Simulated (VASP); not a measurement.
# Zr (P6/mmm) in VASP: a series of runs, part 2 of 2

VASP 6.6.1. Earlier steps stand in the parts before.

### Step 4. Single point, PBE

This run uses another cell than the first one: it holds 3 atoms, not 1.

INCAR

```
ALGO = Normal
EDIFF = 1E-7
ENCUT = 520
GGA = PE
ISIF = 2
ISMEAR = -1
LASPH = True
LCHARG = False
LREAL = False
LWAVE = False
NBANDS = 25
NELM = 80
PREC = Accurate
SIGMA = 0.08
```

KPOINTS

```
k-points
0
Gamma
  9 9 12
```

POSCAR

```
Zr
1.0
    4.3317499553      0.0000000000      0.0000000000
   -2.1658749777      3.7514055042      0.0000000000
    0.0000000000      0.0000000000      2.5544403723
Zr
3
Direct
    0.0000000000      0.0000000000      0.0000000000
    0.3333333333      0.6666666667      0.5000000000
    0.6666666667      0.3333333333      0.5000000000
```

Command:

```bash
cat potpaw_PBE.64/Zr_sv/POTCAR > POTCAR
mpirun -np 1 vasp_std > vasp.out
```

Wall time 2.6 min (1 thread of AMD EPYC 7R13, shared host); peak memory 0.17 GiB.

Results (log left out):

```
Free energy            : -18.7639 eV
Pressure               : 110.7 GPa
Band gap on the k mesh : zero (bands 18 and 19 overlap by 1.68 eV)
```

Stress tensor (GPa, compression positive):
```
110.59   0.00   0.00
  0.00 110.59   0.00
  0.00   0.00 110.80
```

Levels at points of the mesh, in eV from the Fermi level:
| k point | band 15 | band 16 | band 17 | band 18 | band 19 | band 20 | band 21 | band 22 |
| --- | --- | --- | --- | --- | --- | --- | --- | --- |
| (0.00, 0.00, 0.00) | -0.44 | 0.06 | 0.06 | 0.22 | 0.22 | 0.24 | 1.91 | 1.91 |
| (0.00, 0.00, 0.50) | -3.53 | -3.53 | -0.61 | 0.65 | 1.14 | 1.14 | 3.03 | 3.03 |

Caveat: the cell stands under pressure.

### Step 5. Single point, PBE

This run uses another cell than the first one: it holds 3 atoms, not 1.

INCAR

```
SYSTEM = Zr
PREC = Accurate
ENCUT = 520
EDIFF = 1E-6
ISMEAR = -1
SIGMA = 0.08
LREAL = .False.
LASPH = .True.
NELM = 80
ALGO = Normal
ISIF = 2
LWAVE = .False.
LCHARG = .False.
GGA = PE
NBANDS = 25
```

KPOINTS

```
regular mesh
0
Gamma
  9 9 12
  0 0 0
```

POSCAR

```
Zr
1.0
    4.3320126319      0.0000000000      0.0000000000
   -2.1660063160      3.7516329887      0.0000000000
    0.0000000000      0.0000000000      2.5544611226
Zr
3
Direct
    0.0000000000      0.0000000000      0.0000000000
    0.3333333333      0.6666666667      0.5000000000
    0.6666666667      0.3333333333      0.5000000000
```

Command:

```bash
cat potpaw_PBE.64/Zr_sv/POTCAR > POTCAR
mpirun -np 1 vasp_std > vasp.out
```

Run time: 2.4 min. Hardware: 1 thread of AMD EPYC 7R13, shared host; peak memory 0.17 GiB.

It converged, with:

* Free energy: -18.7677 eV
* Pressure: 110.6 GPa
* Band gap on the k mesh: zero (bands 18 and 19 overlap by 1.68 eV)

Stress tensor (GPa, compression positive):
```
110.52   0.00   0.00
  0.00 110.52   0.00
  0.00   0.00 110.76
```

Levels at points of the mesh, in eV from the Fermi level:
| k point | band 14 | band 15 | band 16 | band 17 | band 18 | band 19 | band 20 | band 21 | band 22 | band 23 |
| --- | --- | --- | --- | --- | --- | --- | --- | --- | --- | --- |
| (0.00, 0.00, 0.00) | -4.35 | -0.44 | 0.06 | 0.06 | 0.22 | 0.22 | 0.24 | 1.91 | 1.91 | 3.88 |
| (0.00, 0.00, 0.50) | -5.31 | -3.53 | -3.53 | -0.61 | 0.65 | 1.14 | 1.14 | 3.03 | 3.03 | 6.96 |

Caveat: the cell stands under pressure.

### Step 6. Relaxation of cell and atoms, PBE, target pressure 110 GPa, at which the enthalpy is minimised

INCAR

```
SYSTEM = Zr
ALGO = Normal
EDIFF = 1E-7
EDIFFG = -0.005
ENCUT = 600
GGA = PE
IBRION = 2
ISIF = 3
ISMEAR = -1
LASPH = .True.
LCHARG = .False.
LREAL = .False.
LWAVE = .False.
NELM = 80
NSW = 32
PREC = Accurate
PSTRESS = 1100.0
SIGMA = 0.08
```

KPOINTS

```
k-points
0
Gamma
  17 17 16
  0 0 0
```

POSCAR

```
Zr
1.0
    2.5547484515      0.0000000000      0.0000000000
   -1.2773742258      2.2124770593      0.0000000000
    0.0000000000      0.0000000000      2.4866027964
Zr
1
Direct
    0.0000000000      0.0000000000      0.0000000000
```

Potentials or basis: VASP PAW PBE potentials, release 64 (Zr_sv).

Command:

```bash
cat potpaw_PBE.64/Zr_sv/POTCAR > POTCAR
mpirun -np 1 vasp_std > vasp.out
```

Run time: 2.5 min. Hardware: 1 thread of AMD EPYC 7R13, shared host; peak memory 0.14 GiB.

It converged, with:

- Free energy: -5.9630 eV
- Relaxed volume: 14.08 Å³/atom
- Relaxed cell: a = 2.556 Å, b = 2.556 Å, c = 2.488 Å, α = 90.00°, β = 90.00°, γ = 120.00°
- Space group after relaxing (to 0.1 Å): P6/mmm (No. 191)
- Energy change on relaxing (the run minimises the enthalpy): -17.7 meV/atom
- Ionic steps: 3
- Pressure after relaxing: 110.0 GPa
- Band gap on the k mesh: zero (bands 6 and 7 overlap by 3.08 eV)

Step by step:
```tsv
step	energy change (eV)	largest force (eV/Å)	pressure (GPa)	volume (Å³)
1	0.0000	0.0000	110.78	14.06
2	-0.0950	0.0000	106.59	14.20
3	-0.0177	0.0000	109.99	14.08
```

Final structure:
```
Zr
1.0
     2.55639    0.00000    0.00000
    -1.27819    2.21390    0.00000
     0.00000    0.00000    2.48796
Zr
1
Direct
  0.00000 0.00000 0.00000
```

Levels at points of the mesh, in eV from the Fermi level:
```csv
k point,band 3,band 4,band 5,band 6,band 7,band 8,band 9,band 10
"(0.00, 0.00, 0.00)",-24.22,-24.22,-5.09,-3.63,1.16,1.16,9.76,9.76
"(0.00, 0.00, 0.50)",-23.82,-23.82,-1.66,2.17,2.41,2.41,4.60,4.60
```

Caveat: the cell is relaxed towards a set pressure, so the run minimises the enthalpy, not the energy.

### Step 7. Relaxation of cell and atoms, PBE, target pressure 110 GPa, at which the enthalpy is minimised

This run uses another cell than the first one, of 14.21 Å³/atom.

INCAR

```
PREC = Accurate
ENCUT = 600
EDIFF = 1E-7
ISMEAR = -1
SIGMA = 0.08
LREAL = False
LASPH = True
NELM = 60
ALGO = Normal
ISIF = 3
LWAVE = False
LCHARG = False
GGA = PE
IBRION = 2
NSW = 60
EDIFFG = -0.005
PSTRESS = 1100.0
```

KPOINTS

```
Automatic mesh
0
Gamma
  17 17 16
```

POSCAR

```
Zr
1.0
    2.5942008542      0.0000000000      0.0000000000
   -1.2971004271      2.2466438423      0.0000000000
    0.0000000000      0.0000000000      2.4385488030
Zr
1
Direct
    0.0000000000      0.0000000000      0.0000000000
```

Command:

```bash
cat potpaw_PBE.64/Zr_sv/POTCAR > POTCAR
mpirun -np 1 vasp_std > vasp.out
```

Run time: 9.4 min. Hardware: 1 thread of AMD EPYC 7R13, shared host; peak memory 0.16 GiB.

The run converged. Its results:

```yaml
Free_energy: -5.9629 eV
Relaxed_volume: 14.08 Å³/atom
Relaxed_cell: a = 2.556 Å, b = 2.556 Å, c = 2.488 Å, α = 90.00°, β = 90.00°, γ = 120.00°
Space_group_after_relaxing_to_0.1_Å: P6/mmm (No. 191)
Energy_change_on_relaxing_the_run_minimises_the_enthalpy: +65.1 meV/atom
Ionic_steps: 9
Pressure_after_relaxing: 110.0 GPa
Band_gap_on_the_k_mesh: zero (bands 6 and 7 overlap by 3.08 eV)
```

Step by step:
```
step  energy change (eV)  largest force (eV/Å)  pressure (GPa)  volume (Å³)
   1              0.0000                0.0000          106.08        14.21
   2              0.6319                0.0000          132.45        13.46
   3              0.1251                0.0000          112.59        13.99
   4              0.1281                0.0000          112.73        13.99
   5             -0.1263                0.0000          101.63        14.37
   6              0.0626                0.0000          109.91        14.08
   7              0.0639                0.0000          109.96        14.08
   8              0.0666                0.0000          110.09        14.08
   9              0.0651                0.0000          110.02        14.08
```

Final structure:
```
CELL_PARAMETERS angstrom
2.55644 0.00000 0.00000
-1.27822 2.21394 0.00000
0.00000 0.00000 2.48778
ATOMIC_POSITIONS crystal
Zr 0.00000 0.00000 0.00000
```

Levels at points of the mesh, in eV from the Fermi level:
```
           k point  band 2  band 3  band 4  band 5  band 6  band 7  band 8  band 9  band 10
(0.00, 0.00, 0.00)  -24.71  -24.22  -24.22   -5.09   -3.63    1.16    1.16    9.76     9.76
(0.00, 0.00, 0.50)  -28.82  -23.82  -23.82   -1.66    2.17    2.41    2.41    4.59     4.59
```

Caveat: the cell is relaxed towards a set pressure, so the run minimises the enthalpy, not the energy.

### Step 8. The runs side by side

| task | cell | k mesh | cutoff (eV) | gap on the mesh (eV) | pressure (GPa) |
| --- | --- | --- | --- | --- | --- |
| single point | a = 2.555, b = 2.555, c = 2.487 Å, angles 90.0, 90.0, 120.0°, 1 atom, atomic positions A | 17 × 17 × 16 | 520 | none | 110.8 |
| single point | a = 4.332, b = 4.332, c = 2.554 Å, angles 90.0, 90.0, 120.0°, 3 atoms, atomic positions B | 9 × 9 × 12 | 520 | none | 110.6 |
| relaxation of cell and atoms | relaxed to 110 GPa from a = 2.555, b = 2.555, c = 2.487 Å, angles 90.0, 90.0, 120.0°, 1 atom, atomic positions A | 17 × 17 × 16 | 600 | none | 110.0 |
| relaxation of cell and atoms | relaxed to 110 GPa from a = 2.594, b = 2.594, c = 2.439 Å, angles 90.0, 90.0, 120.0°, 1 atom, atomic positions A | 17 × 17 × 16 | 600 | none | 110.0 |

Alike in all rows: level PBE; potentials or basis VASP PAW PBE potentials, release 64 (Zr_sv); no spin polarisation; smearing fermi-dirac 0.08 eV.

Caveats: the cell stands under pressure (at least some runs); the cell is relaxed towards a set pressure, so the run minimises the enthalpy, not the energy (at least some runs).

Total energies depend on the potentials used, so only differences within one code and one set of settings carry meaning.
